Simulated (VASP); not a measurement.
Set up this calculation in VASP 6.6.1, as the native input.

```
Task                   : single point
Functional             : PBE
Potentials or basis    : VASP PAW PBE potentials, release 64 (Al, O)
Cutoff                 : 520 eV
k mesh                 : 1 × 1 × 1
Occupations            : gaussian, width 0.1 eV
Spin                   : no spin polarisation
Dipole correction      : no
Further INCAR settings : LREAL = Auto; ALGO = Normal; EDIFF = 1e-06; NBANDS = 210; ISYM = 0
```

The structure of Al4O5 lies in POSCAR:

```
Al4O5
1.0
    9.2837100000      0.0000000000      0.0000000000
    0.0000000000      9.2837100000      0.0000000000
    0.0000000000      0.0000000000      9.2837100000
Al O
32 40
Direct
    0.1851350376      0.1884494453      0.7035374866
    0.7140907030      0.3034677947      0.3441522839
    0.4610276495      0.2006107472      0.5397740774
    0.2972010112      0.4775460457      0.7242892120
    0.3060612621      0.3355773715      1.0051443873
    0.5350519351      0.0346818244      0.2550034415
    1.2716842728      0.1377308210      0.3010446255
    0.9226971760      0.7257296921      0.6082449796
    0.7330949588      0.1707826936      0.6306856849
    0.2938152958      0.9028816066      0.6461871385
    0.5633885591      0.8911211143      0.0203888316
    0.8477152992      1.0902238437      0.0623020323
    0.2515953213      0.6349796579      0.4038630030
    0.9337669962      0.3437615996      0.5378559865
    0.0228681206      0.5280101382      0.0647527766
    0.7645505945      0.6445084993      0.9182920406
    0.4696746236      0.1134265288     -0.1506521638
    0.1263016617      0.7094183252      0.8667414213
    0.4545539445      0.4437453346      0.3671323210
    0.9303233298      0.3186587043      0.8769796773
    0.9125865629      0.9112715714      0.7481096458
    0.2332349890      0.9773183350      0.9784464401
    0.6703959947      0.6542067772      0.2300654587
    1.0138297082      0.2912681460      0.1446477755
    0.9412476262      1.0274327828      0.4196485026
   -0.0688983176      0.5962200456      0.3661147321
    0.4452029415      0.6641221020      0.9457156676
    0.5215687478      0.6350483804      0.5874682643
   -0.0552020690      0.8226862967      0.1284052389
    0.6343134372      0.8902394625      0.5410186229
    0.1826004905     -0.1106781664      0.2791108296
    0.6292942154      0.3400763272      1.0468735021
    0.6702420692      0.1800576494      0.2148939379
   -0.1101408812      0.3674187367      1.2868970487
   -0.1080234087      0.5315790778      0.5358789751
    0.4288881277      0.6274149020      0.3094302816
    0.8469086174      0.1756780425      0.4626355196
    0.3872450777      0.8676141327     -0.0582630220
    0.8098225817      0.3030870202      0.7113299532
    0.6493573151     -0.1576656315      0.2142560463
    0.6145421389      0.7048646500      0.4567163343
    0.1082149270      0.0594161170      0.3274453855
    0.6122465049      0.6945420527      0.0165495260
    0.5937074726      1.0746522673     -0.0169770490
    1.0985758926      0.5834046949      1.2886951445
    0.3734160158      0.5067578587      0.5438667300
    0.6290634886      0.4678115753      0.2630734911
    0.5429925105      1.1614449396      0.7043650653
    0.2741887672      0.1507537396      0.5186331757
    0.2514529213      0.3215730565      0.8204596007
    0.1079324968      0.3720572918      0.6125279657
    0.7702317285      0.4658097894      0.9387381769
    0.4802688796      0.8537158097      0.6229254253
    0.8559585554      0.9172781140      0.9647986635
    0.8729973254      0.6557942891      0.1911268232
    0.5938938205      0.0428632519      0.4551160043
    0.1727230816      0.6879318721      0.6815138560
    0.5944280896      0.3249417528      0.5054599939
    0.2621779439      0.8243326213      0.4505034087
   -0.0639989832      0.6846227424      0.9519475511
    0.3525487117     -0.0292261391      0.2509337323
    0.3592616529      0.1519918222     -0.0077561664
    0.7710498281      0.7259795922      0.7466818761
    0.7607062263     -0.0299295217      0.6381832263
    0.2970693828      0.0392154645      0.7655741078
    0.4393554947      0.2545965999      0.3203033055
    0.3370605071      0.5287496055      0.0026419395
    1.0102541979      0.0880011332      0.7492441061
    1.1870197367      0.2689093046      1.2052500563
    0.9076037489     -0.0224687113      0.2068774229
    0.9523408206      0.8187253803      0.4140511714
    0.4947808581      0.5797954697      0.7777828045
```

The input as run:

INCAR

```
SYSTEM = Al4O5
ALGO = Normal
EDIFF = 1E-6
ENCUT = 520
GGA = PE
ISIF = 2
ISMEAR = 0
ISYM = 0
LASPH = .True.
LCHARG = .True.
LELF = .True.
LREAL = Auto
LVHAR = .True.
LWAVE = .False.
NBANDS = 210
NELM = 100
PREC = Accurate
SIGMA = 0.1
```

KPOINTS

```
k-points
0
Gamma
  1 1 1
  0 0 0
```

Potentials or basis: VASP PAW PBE potentials, release 64 (Al, O).

Command:

```bash
$ cat potpaw_PBE.64/Al/POTCAR potpaw_PBE.64/O/POTCAR > POTCAR
$ mpirun -np 1 vasp_gam > vasp.out
```

It gave:

```
Pressure      : 9.5 GPa
Largest force : 6.286 eV/Å
```

Caveat: the k points lie up to 0.68 Å⁻¹ apart; forces of over 1 eV/Å act on the atoms, so gaps and moduli don't describe the material at rest.

Run time: 4.8 min on 1 thread of Intel(R) Xeon(R) Platinum 8259CL CPU @ 2.50GHz (Skylake/Cascade Lake), with other jobs on the host, peak memory 0.69 GiB.
